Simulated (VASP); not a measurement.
A run of VASP 6.6.1 is set up as follows.

The input INCAR:

```
PREC = Accurate
ENCUT = 700
EDIFF = 1E-6
ISMEAR = -1
SIGMA = 0.05
LREAL = False
LASPH = True
NELM = 200
ALGO = Normal
ISIF = 2
LWAVE = False
LCHARG = False
ISPIN = 2
MAGMOM = 0.8 0
LORBIT = 11
NUPDOWN = 0.8
LMAXMIX = 4
GGA = PE
NBANDS = 22
GGA_COMPAT = False
```

File KPOINTS:

```
regular mesh
0
Gamma
  9 9 9
```

File POSCAR:

```
FeO
1.0
    1.5176821100      0.8762341800      2.5157945800
   -1.5176821100      0.8762341800      2.5157945800
    0.0000000000     -1.7524683500      2.5157945800
Fe O
1 1
Direct
    0.0000000000      0.0000000000      0.0000000000
    0.5000000000      0.5000000000      0.5000000000
```

Potentials or basis: VASP PAW PBE potentials, release 64 (Fe_sv, O).

Run with:

```bash
$ cat potpaw_PBE.64/Fe_sv/POTCAR potpaw_PBE.64/O/POTCAR > POTCAR
$ mpirun -np 1 vasp_std > vasp.out
```

Problem. Estimate the pressure.

Solution. -23.9 GPa.

Stress tensor (GPa, compression positive):
```
-24.06   0.00   0.00
  0.00 -24.06   0.00
  0.00   0.00 -23.70
```

Caveat: the cell stands under tension; the total moment is fixed, so each spin has its own Fermi level and the state may be an excited one; a cell with one magnetic atom can't hold antiferromagnetic order, which such compounds often take.
